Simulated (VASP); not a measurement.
# Ag (Im-3m) in VASP: further runs, part 2 of 2

VASP 6.6.1. The steps go on from the part before.

## 6. Single point, r2SCAN, non-collinear spin, zero start, spin-orbit coupling

POSCAR

```
Ag
1.0
   -1.6556540000      1.6556540000      1.6556540000
    1.6556540000     -1.6556540000      1.6556540000
    1.6556540000      1.6556540000     -1.6556540000
Ag
1
Direct
    0.0000000000      0.0000000000      0.0000000000
```

INCAR.step1

```
SYSTEM = Ag
PREC = Accurate
ENCUT = 520
ISMEAR = -1
SIGMA = 0.05
LREAL = .False.
LASPH = .True.
NELM = 150
MAGMOM = 0 0 0
LSORBIT = .True.
GGA_COMPAT = .False.
LMAXMIX = 4
NBANDS = 22
GGA = PE
ALGO = Normal
EDIFF = 1E-4
LWAVE = .True.
LCHARG = .False.
```

INCAR.step2

```
SYSTEM = Ag
PREC = Accurate
ENCUT = 520
EDIFF = 1E-6
ISMEAR = -1
SIGMA = 0.05
LREAL = .False.
LASPH = .True.
NELM = 150
ALGO = Normal
ISIF = 2
LWAVE = .False.
LCHARG = .False.
MAGMOM = 0 0 0
LORBIT = 11
LSORBIT = .True.
GGA_COMPAT = .False.
LORBMOM = .True.
LMAXMIX = 4
METAGGA = R2SCAN
LMIXTAU = .True.
NBANDS = 22
ISTART = 1
```

KPOINTS

```
Automatic mesh
0
Gamma
  8 8 8
  0 0 0
```

Potentials or basis: VASP PAW PBE potentials, release 64 (Ag).

Command:

```bash
$ cat potpaw_PBE.64/Ag/POTCAR > POTCAR
$ cp INCAR.step1 INCAR
$ mpirun -np 1 vasp_ncl > vasp.out
$ cp INCAR.step2 INCAR
$ mpirun -np 1 vasp_ncl > vasp.out
```

OUTCAR:

```text
SYSTEM = Ag
   PREC = Accurate
   ENCUT = 520
   EDIFF = 1E-6
   ISMEAR = -1
   LREAL = .False.
   LASPH = .True.
   NELM = 150
   ISIF = 2
   LORBIT = 11
   LSORBIT = .True.
   METAGGA = R2SCAN
   ISTART = 1

 ion  position               nearest neighbor table
   1  0.000  0.000  0.000-

  LATTYP: Found a body centered cubic cell.
 ALAT       =     3.3113080000

  Lattice vectors:

 A1 = (  -1.6556540000,   1.6556540000,   1.6556540000)
 A2 = (   1.6556540000,  -1.6556540000,   1.6556540000)
 A3 = (   1.6556540000,   1.6556540000,  -1.6556540000)

Analysis of symmetry for initial positions (statically):
=====================================================================
 Subroutine PRICEL returns:
 Original cell was already a primitive cell.

 Routine SETGRP: Setting up the symmetry group for a
 body centered cubic supercell.

 Subroutine GETGRP returns: Found 48 space group operations
[... 9 lines left out ...]

 Routine SETGRP: Setting up the symmetry group for a
 body centered cubic supercell.

 Subroutine GETGRP returns: Found 48 space group operations
 (whereof 48 operations were pure point group operations)
 out of a pool of 48 trial point group operations.

The dynamic configuration has the point symmetry O_h .

Analysis of structural, dynamic, and magnetic symmetry:
=====================================================================
 Subroutine PRICEL returns:
 Original cell was already a primitive cell.

 Routine SETGRP: Setting up the symmetry group for a
 body centered cubic supercell.

 Subroutine GETGRP returns: Found 48 space group operations
 (whereof 48 operations were pure point group operations)
 out of a pool of 48 trial point group operations.

The overall configuration has the point symmetry O_h .

 Subroutine INISYM returns: Found 48 space group operations
[... 758 lines left out ...]
  -------------------------------------------------------------------------------------
  Total       -0.3956116     -0.3956116     -0.3956116     -0.0000000     -0.0000000     -0.0000000
  in kB      -34.9149076    -34.9149076    -34.9149076     -0.0000000     -0.0000000     -0.0000000
  external PRESSURE =     -34.9149076 kB  Pullay stress =       0.0000000 kB

 VOLUME and BASIS-vectors are now :
 -----------------------------------------------------------------------------
  energy-cutoff  :      520.00
  volume of cell :       18.15
      direct lattice vectors                 reciprocal lattice vectors
    -1.655654000  1.655654000  1.655654000     0.000000000  0.301995465  0.301995465
     1.655654000 -1.655654000  1.655654000     0.301995465  0.000000000  0.301995465
     1.655654000  1.655654000 -1.655654000     0.301995465  0.301995465  0.000000000

 POSITION                                       TOTAL-FORCE (eV/Angst)
 -----------------------------------------------------------------------------------
      0.00000      0.00000      0.00000         0.000000      0.000000      0.000000
 -----------------------------------------------------------------------------------
    total drift:                                0.000000      0.000000      0.000000

  FREE ENERGIE OF THE ION-ELECTRON SYSTEM (eV)
  ---------------------------------------------------
  free  energy   TOTEN  =       -21.2947836768 eV

  energy  without entropy=      -21.2845287735  energy(sigma->0) =      -21.28965623

 orbital moment (x)

 # of ion     p       d       tot
 ----------------------------------------
  1         0.000  -0.000  -0.000
 ----------------------------------------
            0.000  -0.000  -0.000

 orbital moment (y)

 # of ion     p       d       tot
 ----------------------------------------
  1         0.000   0.000   0.000
 ----------------------------------------
            0.000   0.000   0.000

 orbital moment (z)

 # of ion     p       d       tot
 ----------------------------------------
  1         0.000   0.000   0.000
 ----------------------------------------
            0.000   0.000   0.000

 Spin-Orbit-Coupling matrix elements

 Ion:    1  E_soc:     -0.0500516
 l=   1
     0.0000000    -0.0016872    -0.0016872
    -0.0016872     0.0000000    -0.0016872
    -0.0016872    -0.0016872     0.0000000
 l=   2
     0.0000000    -0.0013720     0.0000000    -0.0013720    -0.0052827
    -0.0013720     0.0000000    -0.0039620    -0.0013720    -0.0013207
     0.0000000    -0.0039620     0.0000000    -0.0039620     0.0000000
    -0.0013720    -0.0013720    -0.0039620     0.0000000    -0.0013207
    -0.0052827    -0.0013207     0.0000000    -0.0013207     0.0000000
 l=   3
     0.0000000     0.0000000     0.0000000     0.0000000     0.0000000     0.0000000     0.0000000
     0.0000000     0.0000000     0.0000000     0.0000000     0.0000000     0.0000000     0.0000000
     0.0000000     0.0000000     0.0000000     0.0000000     0.0000000     0.0000000     0.0000000
     0.0000000     0.0000000     0.0000000     0.0000000     0.0000000     0.0000000     0.0000000
     0.0000000     0.0000000     0.0000000     0.0000000     0.0000000     0.0000000     0.0000000
     0.0000000     0.0000000     0.0000000     0.0000000     0.0000000     0.0000000     0.0000000
     0.0000000     0.0000000     0.0000000     0.0000000     0.0000000     0.0000000     0.0000000

 total charge

# of ion       s       p       d       tot
------------------------------------------
    1        0.423   0.264   9.180   9.867

 magnetization (x)

# of ion       s       p       d       tot
------------------------------------------
    1       -0.000   0.000   0.000  -0.000

 magnetization (y)

# of ion       s       p       d       tot
------------------------------------------
    1        0.000  -0.000  -0.000  -0.000

 magnetization (z)

# of ion       s       p       d       tot
------------------------------------------
    1        0.000   0.000  -0.000   0.000
```

Run time: 92 s. Hardware: 1 thread of AMD EPYC 9R45 (Zen 5), shared host; peak memory 0.19 GiB.

Results:

```yaml
Free_energy: -21.2948 eV
Pressure: -3.5 GPa
Net_moment: 0.00 μB per cell
Valence_electrons_inside_the_program's_atomic_spheres: Ag 9.87
```

Moments on the atoms (μB; x, y, z):
```
Ag  0.00 0.00 0.00
```

Caveat: the PAW data sets were made with another functional, which shifts forces and pressure a little.

## 7. Overview

```tsv
task	level	spin	cell	k mesh	cutoff (eV)	gap on the mesh (eV)	pressure (GPa)	relaxed volume (Å³/atom)
relaxation of cell and atoms	PBE+D3(BJ)	off	relaxed	11 × 11 × 11	600	none	0.0	17.01
relaxation of cell and atoms	PBE+D4	off	relaxed	11 × 11 × 11	600	none	0.0	17.13
relaxation of cell and atoms	RPBE+D3(BJ)	off	relaxed	11 × 11 × 11	600	none	0.0	14.20
relaxation of cell and atoms	RPBE+D4	off	relaxed	11 × 11 × 11	600	none	0.0	17.06
single point	r2SCAN	non-collinear, zero start, SOC	as given	8 × 8 × 8	520	-	-3.5	-
```

Alike in all rows: potentials or basis VASP PAW PBE potentials, release 64 (Ag); smearing fermi-dirac 0.05 eV.

Caveats: pairwise dispersion overbinds metals, which lowers pressure and volume (some runs); the PAW data sets were made with another functional, which shifts forces and pressure a little (some runs); the volume moved by over 15 % at a fixed basis, so the end points are rough (some runs).

Absolute energies hang on the potentials; compare differences alone.
